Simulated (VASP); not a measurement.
Input of a VASP 6.6.1 run:

The input INCAR:

```
SYSTEM = NaCl
ALGO     = Normal         ! electronic algorithm
EDIFF    = 1E-7           ! SCF threshold, eV
ENCUT    = 520            ! plane-wave cutoff, eV
GGA      = PS             ! functional
ISIF     = 2              ! what is computed and relaxed
ISMEAR   = -1             ! smearing method
LASPH    = .True.         ! aspherical terms in the spheres
LCHARG   = .False.        ! write CHGCAR
LREAL    = .False.        ! projectors in reciprocal space
LWAVE    = .False.        ! write WAVECAR
NBANDS   = 14             ! bands
NELM     = 60             ! most SCF steps
PREC     = Accurate       ! precision mode
SIGMA    = 0.03           ! smearing width, eV
```

The input KPOINTS:

```
k-points
0
Gamma
  9 9 9
  0 0 0
```

POSCAR

```
NaCl
1.0
    2.8213466130      0.0000000000      0.0000000000
    0.0000000000      2.8213466130      0.0000000000
    0.0000000000      0.0000000000      2.8213466130
Na Cl
1 1
Direct
    0.0000000000      0.0000000000      0.0000000000
    0.5000000000      0.5000000000      0.5000000000
```

Potentials or basis: VASP PAW PBE potentials, release 64 (Na_pv, Cl).

Command:

```sh
$ cat potpaw_PBE.64/Na_pv/POTCAR potpaw_PBE.64/Cl/POTCAR > POTCAR
$ mpirun -np 1 vasp_std > vasp.out
```

**Question.** Predict the pressure.

**Answer.** 70.8 GPa.

**Question.** What does it give for the band gap on the k mesh?

**Answer.** 4.40 eV, direct.

Caveat: the PAW data sets were made with another functional, which shifts forces and pressure a little. A k mesh can miss the band edges.
